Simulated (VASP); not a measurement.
# AlN (P1) in VASP: a series of runs

The runs below take AlN through single point, with PBE.

Everything below comes from runs of VASP 6.6.1. Logs are shortened: lines on timing, memory, paths and dates and some standing lists are left out, and cuts for length are marked.

## 1. The cell of the first run

The typed cell holds 8 atoms: a = 4.285 Å, b = 4.351 Å, c = 4.288 Å, α = 94.07°, β = 84.44°, γ = 86.45°.

## 2. Single point, PBE (atoms moved at random and the cell strained at random)

Input file INCAR:

```
  ALGO = Normal
  EDIFF = 1E-6
  ENCUT = 520
  GGA = PE
  ISIF = 2
  ISMEAR = 0
  LASPH = True
  LCHARG = True
  LELF = True
  LREAL = False
  LVHAR = True
  LWAVE = False
  NBANDS = 26
  NELM = 80
  PREC = Accurate
  SIGMA = 0.05
```

Input file KPOINTS:

```
k-points
0
Gamma
  6 6 6
```

Input file POSCAR:

```
AlN
1.0
    4.2773084959     -0.1375421440     -0.2105916891
    0.1375421440     -4.3455113315      0.1566965004
    0.2105916891      0.1566965004     -4.2795351724
Al N
4 4
Direct
    0.0202444821      0.5255958037      0.4989496925
    0.4755020702     -0.0050970489      0.4921200875
    0.4726497325      0.5531235741      0.0039808837
    0.0388737368     -0.0335387968     -0.0145189176
    0.7264405494      0.7243443066      0.7673401830
    0.2138837109      0.2634722740      0.7855310390
    0.2830713396      0.7444263364      0.2129226034
    0.7693343785      0.2276735509      0.2536744285
```

Potentials or basis: VASP PAW PBE potentials, release 64 (Al, N).

Started as:

```bash
$ cat potpaw_PBE.64/Al/POTCAR potpaw_PBE.64/N/POTCAR > POTCAR
$ mpirun -np 1 vasp_std > vasp.out
```

OUTCAR:

```text
EDIFF = 1E-6
   ENCUT = 520
   GGA = PE
   ISIF = 2
   ISMEAR = 0
   LASPH = True
   LREAL = False
   NELM = 80
   PREC = Accurate

 ion  position               nearest neighbor table
   1  0.020  0.526  0.499-   5 1.76   7 1.93   6 1.94   8 2.03   4 2.74   3 2.75   2 2.91   2 2.93
                             2 3.01   4 3.02   3 3.03   3 3.04   4 3.15   3 3.32   4 3.32
   2  0.476  0.995  0.492-   7 1.85   6 1.89   8 1.93   5 2.05   4 2.70   3 2.74   1 2.91   1 2.93
                             4 3.00   1 3.01   3 3.02   4 3.08   3 3.15   3 3.32   4 3.36
   3  0.473  0.553  0.004-   7 1.35   5 1.66   6 1.98   8 2.24   4 2.52   2 2.74   1 2.75   2 3.02
                             1 3.03   1 3.04   4 3.11   2 3.15   4 3.25   1 3.32   2 3.32
   4  0.039  0.966  0.985-   6 1.77   7 1.78   8 1.83   5 2.01   3 2.52   2 2.70   1 2.74   2 3.00
                             1 3.02   2 3.08   3 3.11   1 3.15   3 3.25   1 3.32   2 3.36
   5  0.726  0.724  0.767-   3 1.66   1 1.76   4 2.01   2 2.05
   6  0.214  0.263  0.786-   4 1.77   2 1.89   1 1.94   3 1.98
   7  0.283  0.744  0.213-   3 1.35   4 1.78   2 1.85   1 1.93
   8  0.769  0.228  0.254-   4 1.83   2 1.93   1 2.03   3 2.24

  LATTYP: Found a triclinic cell.
 ALAT       =     4.3505103571
 B/A-ratio  =     1.4463093915
 C/A-ratio  =     1.7740650628
 COS(alpha) =     0.0022734559
 COS(beta)  =     0.5687265957
 COS(gamma) =     0.7335350074

  Lattice vectors:

 A1 = (   0.1375421440,  -4.3455113315,   0.1566965004)
 A2 = (   4.4148506399,  -4.4830534755,  -0.0538951887)
 A3 = (  -4.3503580410,  -4.3646656879,   4.6468233619)

Analysis of symmetry for initial positions (statically):
=====================================================================
 Subroutine PRICEL returns:
 Original cell was already a primitive cell.

 Routine SETGRP: Setting up the symmetry group for a
 triclinic supercell.

 Subroutine GETGRP returns: Found  1 space group operations
 (whereof  1 operations were pure point group operations)
 out of a pool of  2 trial point group operations.

The static configuration has the point symmetry C_1 .

Analysis of symmetry for dynamics (positions and initial velocities):
=====================================================================
 Subroutine PRICEL returns:
 Original cell was already a primitive cell.

 Routine SETGRP: Setting up the symmetry group for a
 triclinic supercell.

 Subroutine GETGRP returns: Found  1 space group operations
 (whereof  1 operations were pure point group operations)
 out of a pool of  2 trial point group operations.

[... 113 lines left out ...]
   LREAL  =      F    real-space projection
   EDIFFG = 0.1E-04   stopping-criterion for IOM
   NSW    =      0    number of steps for IOM
   IBRION =     -1    ionic relax: 0-MD 1-quasi-New 2-CG
   NFREE  =      0    steps in history (QN), initial steepest desc. (CG)
   ISIF   =      2    stress and relaxation
   ISYM   =      2    0-nonsym 1-usesym 2-fastsym
   POTIM  = 0.5000    time-step for ionic-motion
   TEBEG  =    0.0;   TEEND  =   0.0 temperature during run
   PSTRESS=    0.0 pullay stress
   NELECT =      32.0000    total number of electrons
   NUPDOWN=      -1.0000    fix difference up-down
   EMIN   =  10.00;   EMAX   =-10.00  energy-range for DOS
   EFERMI =   0.00;   METHOD = LEGACY
   ISMEAR =     0;   SIGMA  =   0.05  broadening in eV -4-tet -1-fermi 0-gaus
   EFERMI_NEDOS =   21; number of points for ismear=-14 and -15
   IALGO  =     38    algorithm
   IMIX   =      4    mixing-type and parameters
     AMIX     =   0.40;   BMIX     =  1.00
     AMIX_MAG =   1.60;   BMIX_MAG =  1.00
  volume/ion in A,a.u.               =       9.89        66.77
  Fermi-wavevector in a.u.,A,eV,Ry     =   1.210495  2.287503 19.936585  1.465298
  Thomas-Fermi vector in A             =   2.346040
   LORBIT       =      0    0 simple, 1 ext, 2 COOP (PROOUT), +10 PAW based schemes
   GGA     = PE    functional components
   LHFCALC =     F    Hartree Fock is set to
   AEXX    =    0.0000 exact exchange contribution
   IVDW    =     0    specifies the selected vdW correction
   LEPSILON=     F    determine dielectric tensor
   LRPA    =     F    only Hartree local field effects (RPA)
 non-spin polarized calculation
 Gauss-broadening in eV      SIGMA  =   0.05
  energy-cutoff  :      520.00
  volume of cell :       79.16
 maximum number of plane-waves:      2149
   NGX = 15   NGY = 17   NGZ = 15

 number of electron      32.0000000 magnetization

 Free energy of the ion-electron system (eV)
  ---------------------------------------------------
  ext. energy  EPLUGINS =         0.00000000
  ---------------------------------------------------
  free energy    TOTEN  =       -50.64965825 eV

  energy without entropy =      -50.64965755  energy(sigma->0) =      -50.64965790

 E-fermi :   7.7280     XC(G=0): -11.1408

 val. band max:        7.6061464971   @ k =   0.5000   0.5000   0.5000
 cond. band min:       7.8497127844   @ k =   0.0000   0.0000   0.0000
 fundamental gap:      0.2435662873
 Fermi energy:         7.7280245731

 k-point     1 :       0.0000    0.0000    0.0000
  band No.  band energies     occupation
      1      -9.4577      2.00000
      2      -6.8592      2.00000
      3      -5.9561      2.00000
      4      -4.7051      2.00000
      5       0.8022      2.00000
      6       0.9181      2.00000
[... 685 lines left out ...]
     25      17.9090      0.00000
     26      18.0548      0.00000

 [... further k-points ...]
[... 5 lines left out ...]
  --------------------------------------------------------------------------------------
  -------------------------------------------------------------------------------------
  Total       20.6426484     18.6301215     25.7578307     15.6647783     15.7985865     24.0368369
  in kB      417.8210450    377.0861516    521.3557647    317.0656169    319.7739850    486.5216971
  external PRESSURE =     438.7543204 kB  Pullay stress =       0.0000000 kB

 VOLUME and BASIS-vectors are now :
 -----------------------------------------------------------------------------
  energy-cutoff  :      520.00
  volume of cell :       79.16
      direct lattice vectors                 reciprocal lattice vectors
     4.277308496 -0.137542144 -0.210591689     0.234627013  0.007853009  0.011833303
     0.137542144 -4.345511332  0.156696500    -0.007853009 -0.230689596 -0.008833210
     0.210591689  0.156696500 -4.279535172    -0.011833303 -0.008833210 -0.234575973

 POSITION                                       TOTAL-FORCE (eV/Angst)
 -----------------------------------------------------------------------------------
      0.26396     -2.20858     -2.05718        -1.434611      3.974051      1.327647
      2.27435     -4.31165     -2.05028         3.037474     -2.123060     -0.513944
      2.09858     -2.46799     -0.02990        15.633985     22.281761     15.051186
      0.50674     -4.05069     -4.07415        -4.653304     -2.232291     -0.706032
      3.36843     -3.12732     -3.32334         2.603422     -4.379552      3.095757
      1.11651     -1.05125     -3.36546         2.418489     -1.068945      2.766828
      1.35801     -3.24048     -0.85417       -16.304979    -15.258174    -19.864956
      3.37542     -1.05542     -1.21195        -1.300475     -1.193790     -1.156487
 -----------------------------------------------------------------------------------
    total drift:                                0.000270      0.000833      0.001332

  FREE ENERGIE OF THE ION-ELECTRON SYSTEM (eV)
  ---------------------------------------------------
  free  energy   TOTEN  =       -50.6496582543 eV

  energy  without entropy=      -50.6496575527  energy(sigma->0) =      -50.64965790
```

stdout:

```text
POSCAR found type information on POSCAR AlN
 POSCAR found :  2 types and       8 ions
 scaLAPACK will be used
 LDA part: xc-table for (Slater+PW92), standard interpolation
 POSCAR, INCAR and KPOINTS ok, starting setup
 FFT: planning ... GRIDC
 FFT: planning ... GRID_SOFT
 FFT: planning ... GRID
 WAVECAR not read
 entering main loop
```

It took 2.1 min on 1 thread of Intel Xeon Platinum 8259CL at 2.50GHz (Skylake/Cascade Lake), shared host; peak memory 0.28 GiB.

What came out:

```yaml
Free_energy: -50.6497 eV
Pressure: 43.9 GPa
Largest_force: 31.104 eV/Å
Band_gap_on_the_k_mesh: 0.24 eV, indirect (least direct gap 0.41 eV)
```

Forces on the atoms (eV/Å):
```
Al   -1.435   3.974   1.328
Al    3.037  -2.123  -0.514
Al   15.634  22.282  15.051
Al   -4.653  -2.232  -0.706
N     2.603  -4.380   3.096
N     2.418  -1.069   2.767
N   -16.305 -15.258 -19.865
N    -1.300  -1.194  -1.156
```

Levels at points of the mesh, in eV from the valence-band top:
| k point | band 12 | band 13 | band 14 | band 15 | band 16 | band 17 | band 18 | band 19 | band 20 | band 21 |
| --- | --- | --- | --- | --- | --- | --- | --- | --- | --- | --- |
| (0.00, 0.00, 0.00) | -2.58 | -2.07 | -1.00 | -0.70 | -0.16 | 0.24 | 2.15 | 2.68 | 4.34 | 7.47 |
| (0.50, 0.00, 0.00) | -3.24 | -2.83 | -2.27 | -1.29 | -0.75 | 2.69 | 4.55 | 5.04 | 6.69 | 7.99 |
| (0.00, 0.50, 0.00) | -3.29 | -2.92 | -2.58 | -1.21 | -0.48 | 2.60 | 4.41 | 4.93 | 6.62 | 7.86 |
| (0.50, 0.50, 0.00) | -2.31 | -1.95 | -1.68 | -1.17 | -0.90 | 4.03 | 6.12 | 6.58 | 7.38 | 7.80 |
| (0.00, 0.00, 0.50) | -2.57 | -2.13 | -1.99 | -1.44 | -1.38 | 2.28 | 4.76 | 4.94 | 6.77 | 8.13 |
| (0.50, 0.00, 0.50) | -2.99 | -2.58 | -2.14 | -0.69 | -0.10 | 3.98 | 6.31 | 6.42 | 6.75 | 7.93 |
| (0.00, 0.50, 0.50) | -2.72 | -2.52 | -1.90 | -0.95 | -0.33 | 4.09 | 5.89 | 6.53 | 7.17 | 7.85 |
| (0.50, 0.50, 0.50) | -2.11 | -1.08 | -0.72 | -0.50 | 0.00 | 4.93 | 5.42 | 6.17 | 6.89 | 7.11 |

Caveat: the cell differs from its parent crystal (atoms moved at random and the cell strained at random); forces of over 1 eV/Å act on the atoms, so gaps and moduli don't describe the material at rest.

## 3. Single point, PBE (atoms moved at random and the cell strained at random)

Input file INCAR:

```
SYSTEM = AlN
ALGO = Normal
EDIFF = 1E-7
ENCUT = 520
GGA = PE
ISIF = 2
ISMEAR = 0
LASPH = .True.
LCHARG = .True.
LELF = .True.
LREAL = .False.
LVHAR = .True.
LWAVE = .False.
NBANDS = 26
NELM = 60
PREC = Accurate
SIGMA = 0.05
```

Input file KPOINTS:

```
k-points
0
Gamma
  6 6 6
  0 0 0
```

Input file POSCAR:

```
AlN
1.0
    4.5209545507     -0.0417299741     -0.0038457230
    0.0417299741     -4.3568940521     -0.0030785790
    0.0038457230     -0.0030785790     -4.3568715527
Al N
4 4
Direct
    0.0356433772      0.4987014680      0.5900988358
    0.5154679179     -0.0631454865      0.4604650276
    0.5287143156      0.5210002817     -0.0034266668
   -0.0182427613      0.0270216888      0.0597811776
    0.6631075393      0.7958061400      0.7350068790
    0.2951576014      0.2484710426      0.7638721276
    0.2253776106      0.7207758904      0.1649785834
    0.7547743993      0.2513689749      0.2292240358
```

Potentials or basis: VASP PAW PBE potentials, release 64 (Al, N).

Started as:

```bash
$ cat potpaw_PBE.64/Al/POTCAR potpaw_PBE.64/N/POTCAR > POTCAR
$ mpirun -np 1 vasp_std > vasp.out
```

Wall time 2.6 min (1 thread of Intel Xeon Platinum 8259CL at 2.50GHz (Skylake/Cascade Lake), shared host); peak memory 0.31 GiB.

Results (log left out):

```yaml
Free_energy: -51.7092 eV
Pressure: 22.0 GPa
Largest_force: 15.789 eV/Å
Band_gap_on_the_k_mesh: 1.62 eV, direct
```

Forces in eV/Å, atoms in the order of the input:
```
Al  -2.152 -1.108  3.375
Al  -7.138 -8.490  9.204
Al  -1.198  3.088  0.629
Al   5.306  3.089  6.279
N   10.844  6.582 -9.401
N   -1.442  1.499  0.455
N   -0.185 -0.725 -5.250
N   -4.035 -3.935 -5.293
```

Stress tensor (GPa, compression positive):
```
16.90 21.96 -2.05
21.96 23.23 -9.39
-2.05 -9.39 25.81
```

Levels at points of the mesh, in eV from the valence-band top:
```tsv
k point	band 13	band 14	band 15	band 16	band 17	band 18	band 19	band 20
(0.00, 0.00, 0.00)	-1.81	-0.98	-0.40	0.00	1.62	1.96	3.01	3.52
(0.50, 0.00, 0.00)	-2.09	-1.37	-0.80	-0.56	3.46	4.17	4.94	5.48
(0.00, 0.50, 0.00)	-1.59	-1.55	-1.18	-0.83	3.56	4.00	4.35	5.24
(0.50, 0.50, 0.00)	-1.87	-0.94	-0.75	-0.48	3.98	5.14	5.54	6.45
(0.00, 0.00, 0.50)	-2.37	-1.67	-1.05	-0.75	3.43	4.28	5.18	5.80
(0.50, 0.00, 0.50)	-1.47	-1.17	-0.77	-0.46	4.45	5.44	6.06	6.63
(0.00, 0.50, 0.50)	-1.72	-0.79	-0.37	-0.16	4.90	5.24	5.54	6.22
(0.50, 0.50, 0.50)	-0.83	-0.71	-0.37	-0.02	4.46	4.95	5.28	5.85
```

Caveat: the cell differs from its parent crystal (atoms moved at random and the cell strained at random); forces of over 1 eV/Å act on the atoms, so gaps and moduli don't describe the material at rest.
